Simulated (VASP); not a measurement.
# Cr (Pm-3m) in VASP: single point with PBEsol

Aim: the single point of Cr with PBEsol.

Program: VASP 6.6.1. These are calculated values, not measurements. Logs are shortened: lines on timing, memory, paths and dates and some standing lists are left out, and cuts for length are marked.

## 1. The cell of the first run

The structure is cubic, space group Pm-3m (No. 221). The conventional cell has a = 2.316 Å, b = 2.316 Å, c = 2.316 Å, α = 90.00°, β = 90.00°, γ = 90.00°. Cr (site symmetry m-3m) has 6 Cr at 2.32 Å within 3.1 Å.

## 2. Single point, PBEsol

Input file INCAR:

```
PREC = Accurate
ENCUT = 520
EDIFF = 1E-7
ISMEAR = -1
SIGMA = 0.13605693000000002
LREAL = F
LASPH = T
NELM = 100
ALGO = Normal
ISIF = 2
LWAVE = F
LCHARG = F
GGA = PS
NBANDS = 12
```

Input file KPOINTS:

```
regular mesh
0
Gamma
  14 14 14
```

Input file POSCAR:

```
Cr
1.0
    2.3157084755      0.0000000000      0.0000000000
    0.0000000000      2.3157084755      0.0000000000
    0.0000000000      0.0000000000      2.3157084755
Cr
1
Direct
    0.0000000000      0.0000000000      0.0000000000
```

Potentials or basis: VASP PAW PBE potentials, release 64 (Cr_pv).

Launch:

```
cat potpaw_PBE.64/Cr_pv/POTCAR > POTCAR
mpirun -np 1 vasp_std > vasp.out
```

OUTCAR:

```text
PREC = Accurate
   ENCUT = 520
   EDIFF = 1E-7
   ISMEAR = -1
   LREAL = F
   LASPH = T
   NELM = 100
   ISIF = 2
   GGA = PS

 ion  position               nearest neighbor table
   1  0.000  0.000  0.000-

  LATTYP: Found a simple cubic cell.
 ALAT       =     2.3157084755

  Lattice vectors:

 A1 = (   2.3157084755,   0.0000000000,   0.0000000000)
 A2 = (   0.0000000000,   2.3157084755,   0.0000000000)
 A3 = (   0.0000000000,   0.0000000000,   2.3157084755)

Analysis of symmetry for initial positions (statically):
=====================================================================
 Subroutine PRICEL returns:
 Original cell was already a primitive cell.

 Routine SETGRP: Setting up the symmetry group for a
 simple cubic supercell.

 Subroutine GETGRP returns: Found 48 space group operations
 (whereof 48 operations were pure point group operations)
 out of a pool of 48 trial point group operations.

The static configuration has the point symmetry O_h .

Analysis of symmetry for dynamics (positions and initial velocities):
=====================================================================
 Subroutine PRICEL returns:
 Original cell was already a primitive cell.

 Routine SETGRP: Setting up the symmetry group for a
 simple cubic supercell.

 Subroutine GETGRP returns: Found 48 space group operations
 (whereof 48 operations were pure point group operations)
 out of a pool of 48 trial point group operations.

The dynamic configuration has the point symmetry O_h .

 Subroutine INISYM returns: Found 48 space group operations
 (whereof 48 operations are pure point group operations),
 and found     1 'primitive' translations

----------------------------------------------------------------------------------------

                                     Primitive cell

  volume of cell :      12.4180

  direct lattice vectors                    reciprocal lattice vectors
     2.315708476  0.000000000  0.000000000     0.431833286  0.000000000  0.000000000
     0.000000000  2.315708476  0.000000000     0.000000000  0.431833286  0.000000000
     0.000000000  0.000000000  2.315708476     0.000000000  0.000000000  0.431833286

  length of vectors
     2.315708476  2.315708476  2.315708476     0.431833286  0.431833286  0.431833286

[... 77 lines left out ...]
   NELM   =    100;   NELMIN=  2; NELMDL= -5     # of ELM steps
   EDIFF  = 0.1E-06   stopping-criterion for ELM
   LREAL  =      F    real-space projection
   EDIFFG = 0.1E-05   stopping-criterion for IOM
   NSW    =      0    number of steps for IOM
   IBRION =     -1    ionic relax: 0-MD 1-quasi-New 2-CG
   NFREE  =      0    steps in history (QN), initial steepest desc. (CG)
   ISIF   =      2    stress and relaxation
   ISYM   =      2    0-nonsym 1-usesym 2-fastsym
   POTIM  = 0.5000    time-step for ionic-motion
   TEBEG  =    0.0;   TEEND  =   0.0 temperature during run
   PSTRESS=    0.0 pullay stress
   NELECT =      12.0000    total number of electrons
   NUPDOWN=      -1.0000    fix difference up-down
   EMIN   =  10.00;   EMAX   =-10.00  energy-range for DOS
   EFERMI =   0.00;   METHOD = LEGACY
   ISMEAR =    -1;   SIGMA  =   0.14  broadening in eV -4-tet -1-fermi 0-gaus
   EFERMI_NEDOS =   21; number of points for ismear=-14 and -15
   IALGO  =     38    algorithm
   IMIX   =      4    mixing-type and parameters
     AMIX     =   0.40;   BMIX     =  1.00
     AMIX_MAG =   1.60;   BMIX_MAG =  1.00
  volume/ion in A,a.u.               =      12.42        83.80
  Fermi-wavevector in a.u.,A,eV,Ry     =   1.618520  3.058559 35.641910  2.619606
  Thomas-Fermi vector in A             =   2.712770
   LORBIT       =      0    0 simple, 1 ext, 2 COOP (PROOUT), +10 PAW based schemes
   GGA     = PS    functional components
   LHFCALC =     F    Hartree Fock is set to
   AEXX    =    0.0000 exact exchange contribution
   IVDW    =     0    specifies the selected vdW correction
   LEPSILON=     F    determine dielectric tensor
   LRPA    =     F    only Hartree local field effects (RPA)
 non-spin polarized calculation
  energy-cutoff  :      520.00
  volume of cell :       12.42
 maximum number of plane-waves:       356
 NGX is ok and might be reduce to    18
   NGX =  9   NGY =  9   NGZ =  9

 number of electron      11.9999992 magnetization

 Free energy of the ion-electron system (eV)
  ---------------------------------------------------
  ext. energy  EPLUGINS =         0.00000000
  ---------------------------------------------------
  free energy    TOTEN  =        -9.22100817 eV

  energy without entropy =       -9.14080842  energy(sigma->0) =       -9.18090830

 E-fermi :   9.9145     XC(G=0): -13.2872

 val. band max:        9.8961800893   @ k =   0.4286   0.2857   0.2143
 cond. band min:       9.9178793128   @ k =   0.3571   0.3571   0.1429
 fundamental gap:      0.0216992235
 Fermi energy:         9.9144524083

 k-point     1 :       0.0000    0.0000    0.0000
  band No.  band energies     occupation
      1     -32.4208      2.00000
      2     -32.4208      2.00000
      3     -32.4208      2.00000
      4       2.4219      2.00000
      5       6.6196      2.00000
      6       6.6197      2.00000
      7      12.4719      0.00000
      8      12.4719      0.00000
      9      12.4719      0.00000
     10      17.4560      0.00000
     11      29.8334      0.00000
     12      29.8334      0.00000
[... 331 lines left out ...]
 k-point    24 :       0.3571    0.2143    0.0000
  band No.  band energies     occupation
      1     -33.2921      2.00000
      2     -32.7699      2.00000
      3     -32.3003      2.00000
      4       6.2345      2.00000
      5       7.6247      2.00000
      6       9.0900      1.99534
      7      10.9104      0.00132
      8      11.4958      0.00002
      9      11.8565      0.00000
     10      17.4555      0.00000
     11      19.8010      0.00000
     12      26.8585      0.00000

 [... further k-points ...]
[... 5 lines left out ...]
  --------------------------------------------------------------------------------------
  -------------------------------------------------------------------------------------
  Total       -0.1586925     -0.1586925     -0.1586925      0.0000000      0.0000000     -0.0000000
  in kB      -20.4745939    -20.4745939    -20.4745939      0.0000000      0.0000000     -0.0000000
  external PRESSURE =     -20.4745939 kB  Pullay stress =       0.0000000 kB

 VOLUME and BASIS-vectors are now :
 -----------------------------------------------------------------------------
  energy-cutoff  :      520.00
  volume of cell :       12.42
      direct lattice vectors                 reciprocal lattice vectors
     2.315708476  0.000000000  0.000000000     0.431833286  0.000000000  0.000000000
     0.000000000  2.315708476  0.000000000     0.000000000  0.431833286  0.000000000
     0.000000000  0.000000000  2.315708476     0.000000000  0.000000000  0.431833286

 POSITION                                       TOTAL-FORCE (eV/Angst)
 -----------------------------------------------------------------------------------
      0.00000      0.00000      0.00000         0.000000      0.000000      0.000000
 -----------------------------------------------------------------------------------
    total drift:                               -0.000000      0.000000     -0.000000

  FREE ENERGIE OF THE ION-ELECTRON SYSTEM (eV)
  ---------------------------------------------------
  free  energy   TOTEN  =        -9.2210081722 eV

  energy  without entropy=       -9.1408084190  energy(sigma->0) =       -9.18090830
```

stdout:

```text
POSCAR found type information on POSCAR Cr
 POSCAR found :  1 types and       1 ions
 scaLAPACK will be used
 -----------------------------------------------------------------------------
|                                                                             |
|                                                                             |
|     You enforced a specific xc type in the INCAR file but a different       |
|     I HOPE YOU KNOW WHAT YOU ARE DOING!                                     |
|                                                                             |
 -----------------------------------------------------------------------------

 LDA part: xc-table for (Slater+PW92), standard interpolation
 POSCAR, INCAR and KPOINTS ok, starting setup
 FFT: planning ... GRIDC
 FFT: planning ... GRID_SOFT
 FFT: planning ... GRID
 WAVECAR not read
 entering main loop
```

Run time: 32 s. Hardware: 1 thread of AMD EPYC 7R13, shared host; peak memory 0.1 GiB.

Results:

```
Free energy            : -9.2210 eV
Pressure               : -2.0 GPa
Band gap on the k mesh : zero (band 6 reaches 11.03 eV, above the bottom of band 7 at 9.31 eV)
```

Levels at points of the mesh, in eV from the Fermi level:
| k point | band 2 | band 3 | band 4 | band 5 | band 6 | band 7 | band 8 | band 9 | band 10 | band 11 |
| --- | --- | --- | --- | --- | --- | --- | --- | --- | --- | --- |
| (0.00, 0.00, 0.00) | -42.34 | -42.34 | -7.49 | -3.29 | -3.29 | 2.56 | 2.56 | 2.56 | 7.54 | 19.92 |
| (0.50, 0.00, 0.00) | -42.23 | -42.23 | -3.16 | -2.50 | -0.69 | 0.50 | 0.50 | 2.74 | 7.51 | 7.61 |
| (0.50, 0.50, 0.00) | -43.30 | -42.14 | -4.76 | -1.72 | 0.95 | 0.95 | 3.94 | 6.34 | 6.34 | 7.54 |
| (0.50, 0.50, 0.50) | -43.15 | -43.15 | -3.08 | -3.08 | -3.08 | 4.05 | 4.05 | 7.54 | 11.20 | 14.43 |

Caveat: the PAW data sets were made with another functional, which shifts forces and pressure a little; the run has no spin polarisation, though such a crystal can be magnetic. Spin polarisation is off, so any magnetic state and its effect on volume and gap are missing.
